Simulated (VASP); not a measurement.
# Cd (P6/mmm) in VASP: notebook

The runs below take Cd through single point, with revPBE.

Everything below comes from runs of VASP 6.6.1. Logs are shortened: lines on timing, memory, paths and dates and some standing lists are left out, and cuts for length are marked.

## 1. The cell of the first run

It takes space group P6/mmm (No. 191, hexagonal). Conventional cell: a = 5.225 Å, b = 5.225 Å, c = 3.151 Å, α = 90.00°, β = 90.00°, γ = 120.00°. Cd (site symmetry 6/mmm) has 14 Cd at 3.15 to 3.40 Å within 4.1 Å. Cd (site symmetry -6m2) has 11 Cd at 3.02 to 3.40 Å within 4.0 Å.

## 2. Single point, revPBE

INCAR

```
SYSTEM = Cd
PREC = Accurate ; ENCUT = 520
EDIFF = 1E-7 ; ISMEAR = -1
SIGMA = 0.1 ; LREAL = .False.
LASPH = .True. ; NELM = 80
ALGO = Normal ; ISIF = 2
LWAVE = .False. ; LCHARG = .True.
GGA = RE ; LELF = .True.
LVHAR = .True. ; NBANDS = 25
```

KPOINTS

```
Automatic mesh
0
Gamma
  7 7 10
  0 0 0
```

POSCAR

```
Cd
1.0
    5.2247368194      0.0000000000      0.0000000000
   -2.6123684097      4.5247548137      0.0000000000
    0.0000000000      0.0000000000      3.1510589993
Cd
3
Direct
    1.0000000000      0.0000000000      0.0000000000
    0.3333333333      0.6666666667      0.5000000000
    0.6666666667      0.3333333333      0.5000000000
```

Potentials or basis: VASP PAW PBE potentials, release 64 (Cd).

On the command line:

```
$ cat potpaw_PBE.64/Cd/POTCAR > POTCAR
$ mpirun -np 1 vasp_std > vasp.out
```

OUTCAR:

```text
SYSTEM = Cd
   PREC = Accurate
   ENCUT = 520
   EDIFF = 1E-7
   ISMEAR = -1
   LREAL = .False.
   LASPH = .True.
   NELM = 80
   ISIF = 2
   GGA = RE

 ion  position               nearest neighbor table
   1  0.000  0.000  0.000-   2 3.40   3 3.40   2 3.40   3 3.40   3 3.40   3 3.40   2 3.40   2 3.40
                             3 3.40   3 3.40   2 3.40   2 3.40
   2  0.333  0.667  0.500-   3 3.02   3 3.02   3 3.02   1 3.40   1 3.40   1 3.40   1 3.40   1 3.40
                             1 3.40
   3  0.667  0.333  0.500-   2 3.02   2 3.02   2 3.02   1 3.40   1 3.40   1 3.40   1 3.40   1 3.40
                             1 3.40

  LATTYP: Found a hexagonal cell.
 ALAT       =     5.2247368194
 C/A-ratio  =     0.6031038707

  Lattice vectors:

 A1 = (   5.2247368194,   0.0000000000,   0.0000000000)
 A2 = (  -2.6123684097,   4.5247548137,   0.0000000000)
 A3 = (   0.0000000000,   0.0000000000,   3.1510589993)

Analysis of symmetry for initial positions (statically):
=====================================================================
 Subroutine PRICEL returns:
 Original cell was already a primitive cell.

 Routine SETGRP: Setting up the symmetry group for a
 hexagonal supercell.

 Subroutine GETGRP returns: Found 24 space group operations
 (whereof 24 operations were pure point group operations)
 out of a pool of 24 trial point group operations.

The static configuration has the point symmetry D_6h.

Analysis of symmetry for dynamics (positions and initial velocities):
=====================================================================
 Subroutine PRICEL returns:
 Original cell was already a primitive cell.

 Routine SETGRP: Setting up the symmetry group for a
 hexagonal supercell.

 Subroutine GETGRP returns: Found 24 space group operations
 (whereof 24 operations were pure point group operations)
 out of a pool of 24 trial point group operations.

The dynamic configuration has the point symmetry D_6h.

 Subroutine INISYM returns: Found 24 space group operations
 (whereof 24 operations are pure point group operations),
 and found     1 'primitive' translations

----------------------------------------------------------------------------------------

                                     Primitive cell

  volume of cell :      74.4931

  direct lattice vectors                    reciprocal lattice vectors
     5.224736819  0.000000000  0.000000000     0.191397200  0.110503225  0.000000000
    -2.612368410  4.524754814  0.000000000     0.000000000  0.221006450  0.000000000
     0.000000000  0.000000000  3.151058999     0.000000000  0.000000000  0.317353626

  length of vectors
     5.224736819  5.224736819  3.151058999     0.221006450  0.221006450  0.317353626

  position of ions in fractional coordinates (direct lattice)
     0.000000000  0.000000000  0.000000000
     0.333333333  0.666666667  0.500000000
     0.666666667  0.333333333  0.500000000

  ion indices of the primitive-cell ions
   primitive index   ion index
                 1           1
                 2           2
                 3           3

----------------------------------------------------------------------------------------

 KPOINTS: Automatic mesh

Automatic generation of k-mesh.
 Grid dimensions read from file:
 generate k-points for:    7    7   10

 Generating k-lattice:

  Cartesian coordinates                     Fractional coordinates (reciprocal lattice)
     0.027342457  0.015786175  0.000000000     0.142857143  0.000000000  0.000000000
     0.000000000  0.031572350  0.000000000     0.000000000  0.142857143  0.000000000
     0.000000000  0.000000000  0.031735363     0.000000000  0.000000000  0.100000000

  Length of vectors
     0.031572350  0.031572350  0.031735363

  Shift w.r.t. Gamma in fractional coordinates (k-lattice)
     0.000000000  0.000000000  0.000000000

 Subroutine IBZKPT returns following result:
 ===========================================

 Found     48 irreducible k-points:

 Following reciprocal coordinates:
            Coordinates               Weight
  0.000000  0.000000  0.000000      1.000000
  0.142857 -0.000000  0.000000      6.000000
  0.285714  0.000000  0.000000      6.000000
  0.428571  0.000000  0.000000      6.000000
  0.142857  0.142857  0.000000      6.000000
  0.285714  0.142857  0.000000     12.000000
[... 16 lines left out ...]
  0.428571  0.142857  0.200000     12.000000
  0.285714  0.285714  0.200000     12.000000
 [... further k-points ...]
   k-points           NKPTS =     48   k-points in BZ     NKDIM =     48   number of bands    NBANDS=     25
   number of dos      NEDOS =    301   number of ions     NIONS =      3
   total plane-waves  NPLWV =  38400
   dimension x,y,z NGX =    40 NGY =   40 NGZ =   24
   dimension x,y,z NGXF=    80 NGYF=   80 NGZF=   48
   ions per type =               3
   NGX,Y,Z   is equivalent  to a cutoff of  12.73, 12.73, 12.66 a.u.
   NGXF,Y,Z  is equivalent  to a cutoff of  25.46, 25.46, 25.32 a.u.
 SYSTEM =  Cd
   PREC   = accura    normal or accurate (medium, high low for compatibility)
   ISTART =      0    job   : 0-new  1-cont  2-samecut
   ICHARG =      2    charge: 1-file 2-atom 10-const
   ISPIN  =      1    spin polarized calculation?
   LNONCOLLINEAR =      F non collinear calculations
   LSORBIT =      F    spin-orbit coupling
   LASPH  =      T    aspherical Exc in radial PAW
   ENCUT  =  520.0 eV  38.22 Ry    6.18 a.u.   9.71  9.71  5.86*2*pi/ulx,y,z
   NELM   =     80;   NELMIN=  2; NELMDL= -5     # of ELM steps
   EDIFF  = 0.1E-06   stopping-criterion for ELM
   LREAL  =      F    real-space projection
   EDIFFG = 0.1E-05   stopping-criterion for IOM
   NSW    =      0    number of steps for IOM
   IBRION =     -1    ionic relax: 0-MD 1-quasi-New 2-CG
   NFREE  =      0    steps in history (QN), initial steepest desc. (CG)
   ISIF   =      2    stress and relaxation
   ISYM   =      2    0-nonsym 1-usesym 2-fastsym
   POTIM  = 0.5000    time-step for ionic-motion
   TEBEG  =    0.0;   TEEND  =   0.0 temperature during run
   PSTRESS=    0.0 pullay stress
   NELECT =      36.0000    total number of electrons
   NUPDOWN=      -1.0000    fix difference up-down
   EMIN   =  10.00;   EMAX   =-10.00  energy-range for DOS
   EFERMI =   0.00;   METHOD = LEGACY
   ISMEAR =    -1;   SIGMA  =   0.10  broadening in eV -4-tet -1-fermi 0-gaus
   EFERMI_NEDOS =   21; number of points for ismear=-14 and -15
   IALGO  =     38    algorithm
   IMIX   =      4    mixing-type and parameters
     AMIX     =   0.40;   BMIX     =  1.00
     AMIX_MAG =   1.60;   BMIX_MAG =  1.00
  volume/ion in A,a.u.               =      24.83       167.57
  Fermi-wavevector in a.u.,A,eV,Ry     =   1.284706  2.427742 22.455992  1.650469
  Thomas-Fermi vector in A             =   2.416884
   LORBIT       =      0    0 simple, 1 ext, 2 COOP (PROOUT), +10 PAW based schemes
   GGA     = RE    functional components
   LHFCALC =     F    Hartree Fock is set to
   AEXX    =    0.0000 exact exchange contribution
   IVDW    =     0    specifies the selected vdW correction
   LEPSILON=     F    determine dielectric tensor
   LRPA    =     F    only Hartree local field effects (RPA)
 non-spin polarized calculation
  energy-cutoff  :      520.00
  volume of cell :       74.49
 maximum number of plane-waves:      2027
 NGX is ok and might be reduce to    40
   NGX = 19   NGY = 19   NGZ = 11

 number of electron      36.0000011 magnetization

 Free energy of the ion-electron system (eV)
  ---------------------------------------------------
  ext. energy  EPLUGINS =         0.00000000
  ---------------------------------------------------
  free energy    TOTEN  =        -1.14122057 eV

  energy without entropy =       -1.10366164  energy(sigma->0) =       -1.12244110

 E-fermi :   2.0746     XC(G=0): -10.2172

 val. band max:        2.0404661189   @ k =   0.1429  -0.0000   0.1000
 cond. band min:       2.0883359859   @ k =   0.4286   0.0000   0.3000
 fundamental gap:      0.0478698671
 Fermi energy:         2.0745832441

 k-point     1 :       0.0000    0.0000    0.0000
  band No.  band energies     occupation
      1      -7.3120      2.00000
      2      -6.8942      2.00000
      3      -6.8705      2.00000
      4      -6.7791      2.00000
      5      -6.7791      2.00000
      6      -6.6279      2.00000
[... 17 lines left out ...]
     24      13.3851      0.00000
     25      16.6418      0.00000

 k-point     2 :       0.1429   -0.0000    0.0000
  band No.  band energies     occupation
      1      -7.2870      2.00000
      2      -6.9385      2.00000
      3      -6.9065      2.00000
      4      -6.8662      2.00000
      5      -6.8444      2.00000
      6      -6.6759      2.00000
[... 17 lines left out ...]
     24      13.4535      0.00000
     25      14.9063      0.00000

 k-point     3 :       0.2857    0.0000    0.0000
  band No.  band energies     occupation
      1      -7.2218      2.00000
      2      -7.0882      2.00000
      3      -6.9626      2.00000
      4      -6.9574      2.00000
      5      -6.8889      2.00000
      6      -6.7094      2.00000
[... 17 lines left out ...]
     24      12.2076      0.00000
     25      12.6451      0.00000

 k-point     4 :       0.4286    0.0000    0.0000
  band No.  band energies     occupation
      1      -7.1935      2.00000
      2      -7.1382      2.00000
      3      -7.0324      2.00000
      4      -6.9999      2.00000
      5      -6.9112      2.00000
      6      -6.7356      2.00000
[... 17 lines left out ...]
     24      10.4383      0.00000
     25      11.5104      0.00000

 k-point     5 :       0.1429    0.1429    0.0000
  band No.  band energies     occupation
      1      -7.2423      2.00000
      2      -7.0338      2.00000
      3      -6.9812      2.00000
      4      -6.9005      2.00000
      5      -6.8973      2.00000
      6      -6.7284      2.00000
[... 17 lines left out ...]
     24      12.2985      0.00000
     25      13.5990      0.00000

 k-point     6 :       0.2857    0.1429    0.0000
  band No.  band energies     occupation
      1      -7.1706      2.00000
      2      -7.1543      2.00000
      3      -7.0398      2.00000
      4      -6.9627      2.00000
      5      -6.9172      2.00000
      6      -6.7874      2.00000
[... 17 lines left out ...]
     24      11.1099      0.00000
     25      12.6956      0.00000
[... 393 lines left out ...]
 k-point    21 :       0.1429    0.1429    0.2000
  band No.  band energies     occupation
      1      -7.0871      2.00000
      2      -6.9794      2.00000
      3      -6.9769      2.00000
      4      -6.8330      2.00000
      5      -6.7745      2.00000
      6      -6.7162      2.00000
[... 17 lines left out ...]
     24      10.5156      0.00000
     25      10.6457      0.00000

 k-point    22 :       0.2857    0.1429    0.2000
  band No.  band energies     occupation
      1      -7.1171      2.00000
      2      -7.0013      2.00000
      3      -6.9726      2.00000
      4      -6.8517      2.00000
      5      -6.7761      2.00000
      6      -6.7059      2.00000
[... 17 lines left out ...]
     24      10.0624      0.00000
     25      10.3923      0.00000

 k-point    23 :       0.4286    0.1429    0.2000
  band No.  band energies     occupation
      1      -7.1341      2.00000
      2      -7.0075      2.00000
      3      -6.9626      2.00000
      4      -6.8551      2.00000
      5      -6.7754      2.00000
      6      -6.7366      2.00000
[... 17 lines left out ...]
     24       9.6651      0.00000
     25      11.1478      0.00000

 k-point    24 :       0.2857    0.2857    0.2000
  band No.  band energies     occupation
      1      -7.1428      2.00000
      2      -6.9840      2.00000
      3      -6.9697      2.00000
      4      -6.8646      2.00000
      5      -6.7665      2.00000
      6      -6.7441      2.00000
[... 17 lines left out ...]
     24       8.7148      0.00000
     25      11.7464      0.00000

 [... further k-points ...]

------------------------ aborting loop because EDIFF is reached ----------------------------------------

  FORCE on cell =-STRESS in cart. coord.  units (eV):
  Direction    XX          YY          ZZ          XY          YZ          ZX
  --------------------------------------------------------------------------------------
  -------------------------------------------------------------------------------------
  Total        0.0703408      0.0703408      0.0719268     -0.0000000      0.0000000      0.0000000
  in kB        1.5128719      1.5128719      1.5469815     -0.0000000      0.0000000      0.0000000
  external PRESSURE =       1.5242418 kB  Pullay stress =       0.0000000 kB

 VOLUME and BASIS-vectors are now :
 -----------------------------------------------------------------------------
  energy-cutoff  :      520.00
  volume of cell :       74.49
      direct lattice vectors                 reciprocal lattice vectors
     5.224736819  0.000000000  0.000000000     0.191397200  0.110503225  0.000000000
    -2.612368410  4.524754814  0.000000000     0.000000000  0.221006450  0.000000000
     0.000000000  0.000000000  3.151058999     0.000000000  0.000000000  0.317353626

 POSITION                                       TOTAL-FORCE (eV/Angst)
 -----------------------------------------------------------------------------------
      0.00000      0.00000      0.00000         0.000000      0.000000      0.000000
     -0.00000      3.01650      1.57553        -0.000000     -0.000000      0.000000
      2.61237      1.50825      1.57553         0.000000      0.000000      0.000000
 -----------------------------------------------------------------------------------
    total drift:                                0.000000     -0.000000      0.000000

  FREE ENERGIE OF THE ION-ELECTRON SYSTEM (eV)
  ---------------------------------------------------
  free  energy   TOTEN  =        -1.1412205661 eV

  energy  without entropy=       -1.1036616375  energy(sigma->0) =       -1.12244110
```

Wall time 45 s (1 thread of Intel Xeon Platinum 8488C (Sapphire Rapids), shared host); peak memory 0.22 GiB.

What came out:

```yaml
Free_energy: -1.1412 eV
Pressure: 0.2 GPa
Band_gap_on_the_k_mesh: zero (band 18 reaches 5.53 eV, above the bottom of band 19 at 0.99 eV)
```

Levels at points of the mesh, in eV from the Fermi level:
| k point | band 16 | band 17 | band 18 | band 19 | band 20 | band 21 |
| --- | --- | --- | --- | --- | --- | --- |
| (0.00, 0.00, 0.00) | -7.86 | 0.12 | 0.33 | 0.95 | 0.95 | 1.00 |
| (0.00, 0.00, 0.50) | -3.52 | -3.11 | 3.46 | 3.55 | 3.55 | 3.58 |

Caveat: the PAW data sets were made with another functional, which shifts forces and pressure a little.

## 3. Single point, revPBE (volume scaled by 0.88)

INCAR

```
ALGO = Normal ; EDIFF = 1E-7
ENCUT = 520 ; GGA = RE
ISIF = 2 ; ISMEAR = -1
LASPH = T ; LCHARG = F
LREAL = F ; LWAVE = F
NBANDS = 25 ; NELM = 60
PREC = Accurate ; SIGMA = 0.1
```

KPOINTS

```
k-points
0
Gamma
  8 8 11
```

POSCAR

```
Cd
1.0
    5.0067815489      0.0000000000      0.0000000000
   -2.5033907744      4.3360000125      0.0000000000
    0.0000000000      0.0000000000      3.0196093320
Cd
3
Direct
    1.0000000000      0.0000000000      0.0000000000
    0.3333333333      0.6666666667      0.5000000000
    0.6666666667      0.3333333333      0.5000000000
```

Potentials or basis: VASP PAW PBE potentials, release 64 (Cd).

On the command line:

```
$ cat potpaw_PBE.64/Cd/POTCAR > POTCAR
$ mpirun -np 1 vasp_std > vasp.out
```

It took 56 s on 1 thread of Intel Xeon Platinum 8488C (Sapphire Rapids), shared host; peak memory 0.22 GiB.

Results (log left out):

```
Free energy            : -0.9892 eV
Pressure               : 5.8 GPa
Band gap on the k mesh : zero (band 18 reaches 6.32 eV, above the bottom of band 19 at 2.03 eV)
```

Stress tensor (GPa, compression positive):
```
5.81 0.00 0.00
0.00 5.81 0.00
0.00 0.00 5.73
```

Levels at points of the mesh, in eV from the Fermi level:
| k point | band 16 | band 17 | band 18 | band 19 | band 20 | band 21 |
| --- | --- | --- | --- | --- | --- | --- |
| (0.00, 0.00, 0.00) | -8.41 | 0.37 | 0.60 | 0.82 | 0.82 | 0.85 |
| (0.50, 0.00, 0.00) | -6.39 | -6.32 | -2.20 | -0.99 | 6.95 | 6.97 |

Caveat: the PAW data sets were made with another functional, which shifts forces and pressure a little.

(Part 1 of 2 ends here.)
